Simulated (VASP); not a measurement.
Wanted: the native input for a VASP 6.6.1 run.

| Quantity | Value |
| --- | --- |
| Task | single point |
| Functional | PBE |
| Dispersion | D3(BJ) |
| Potentials or basis | VASP PAW PBE potentials, release 64 (Al, O) |
| Cutoff | 520 eV |
| k mesh | 3 × 3 × 3 |
| Occupations | fermi-dirac, width 0.1 eV |
| Spin | no spin polarisation |
| Dipole correction | no |
| Further INCAR settings | LREAL = Auto; ALGO = Normal; EDIFF = 1e-07; NBANDS = 73 |

The structure of Al32O (a cell with a defect) lies in POSCAR:

```
Al32O
1.0
    8.1000000000      0.0000000000      0.0000000000
    0.0000000000      8.1000000000      0.0000000000
    0.0000000000      0.0000000000      8.1000000000
Al O
32 1
Direct
    0.5046466667      0.0018235802      0.0010748148
    0.7475561728      0.2537071605     -0.0207151852
    0.7527659259      0.0180682716      0.2490620988
    0.0006098765      0.0074654321      0.0009760494
    0.2571737037      0.2537076543     -0.0082396296
    0.5046480247      0.5055923457      0.0010760494
    0.7536156790      0.7537085185      0.0049241975
    0.2535181481     -0.0071660494      0.2516972840
    0.4825469136      0.2537074074      0.2438598765
    0.7527643210      0.4893483951      0.2490607407
    0.5044061728      0.0073900000      0.4971270370
    0.7496713580      0.2537083951      0.5384192593
    0.7553033333     -0.0070869136      0.7500544444
    0.0006103704      0.4999504938      0.0009735802
    0.2522638272      0.7537085185      0.0004746914
    0.0420237037      0.2537081481      0.2459986420
    0.2535196296      0.5145828395      0.2516971605
    0.5084502469      0.7537086420      0.2500177778
    0.0135629630     -0.0126764198      0.5100004938
    0.2526520988      0.2537074074      0.5065317284
    0.5044044444      0.5000267901      0.4971271605
    0.7532197531      0.7537083951      0.4963209877
    0.2577174074      0.0005049383      0.7542071605
    0.4954098765      0.2537085185      0.7536662963
    0.7553038272      0.5145039506      0.7500551852
   -0.0001643210      0.7537080247      0.2496262963
    0.0135669136      0.5200935802      0.5100044444
    0.2631434568      0.7537090123      0.5024193827
    0.0100262963      0.2537071605      0.7492365432
    0.2577176543      0.5069120988      0.7542082716
    0.5040482716      0.7537085185      0.7487596296
    0.0059386420      0.7537087654      0.7596397531
   -0.1685000000      0.2537186420      0.3278992593
```

One way to write it, as run:

INCAR

```
  PREC = Accurate
  ENCUT = 520
  EDIFF = 1E-7
  ISMEAR = -1
  SIGMA = 0.1
  LREAL = Auto
  LASPH = True
  NELM = 100
  ALGO = Normal
  ISIF = 2
  LWAVE = False
  LCHARG = True
  GGA = PE
  IVDW = 12
  LELF = True
  LVHAR = True
  NBANDS = 73
```

KPOINTS

```
regular mesh
0
Gamma
  3 3 3
```

Potentials or basis: VASP PAW PBE potentials, release 64 (Al, O).

Launch:

```console
$ cat potpaw_PBE.64/Al/POTCAR potpaw_PBE.64/O/POTCAR > POTCAR
$ mpirun -np 1 vasp_std > vasp.out
```

Results of the run:

| Quantity | Value |
| --- | --- |
| Pressure | -2.2 GPa |
| Largest force | 0.049 eV/Å |
| Band gap on the k mesh | zero (bands 51 and 52 overlap by 0.17 eV) |
| Dispersion energy per atom | -0.331 eV |

It took 33 min on 1 thread of Intel Xeon 8259CL (shared host), peak memory 0.68 GiB.
